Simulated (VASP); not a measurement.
Here is a VASP 6.6.1 calculation.

File INCAR:

```
SYSTEM = Pb
PREC = Accurate ; ENCUT = 600
EDIFF = 1E-6 ; ISMEAR = -1
SIGMA = 0.1 ; LREAL = .False.
LASPH = .True. ; NELM = 60
ALGO = Normal ; ISIF = 3
LWAVE = .False. ; LCHARG = .False.
IBRION = 2 ; NSW = 32
EDIFFG = -0.005 ; PSTRESS = 410.0
```

Contents of KPOINTS:

```
regular mesh
0
Gamma
  14 14 14
  0 0 0
```

The input POSCAR:

```
Pb
1.0
    2.7947613129      0.0000000000      0.0000000000
    0.0000000000      2.7947613129      0.0000000000
    0.0000000000      0.0000000000      2.7947613129
Pb
1
Direct
    0.0000000000      0.0000000000      0.0000000000
```

Potentials or basis: VASP PAW LDA potentials, release 64 (Pb_d).

Command:

```bash
$ cat potpaw_LDA.64/Pb_d/POTCAR > POTCAR
$ mpirun -np 1 vasp_std > vasp.out
```

Estimate the band gap on the k mesh.

zero (bands 7 and 8 overlap by 9.59 eV).

Predict the relaxed cell.

a = 2.797 Å, b = 2.797 Å, c = 2.797 Å, α = 90.00°, β = 90.00°, γ = 90.00°.

Final structure:
```
Pb
1.0
     2.79702    0.00000    0.00000
     0.00000    2.79702    0.00000
     0.00000    0.00000    2.79702
Pb
1
Direct
  0.00000 0.00000 0.00000
```

Caveat: the cell is relaxed towards a set pressure, so the run minimises the enthalpy, not the energy; spin-orbit coupling is left out, which moves the levels of the heavy elements.
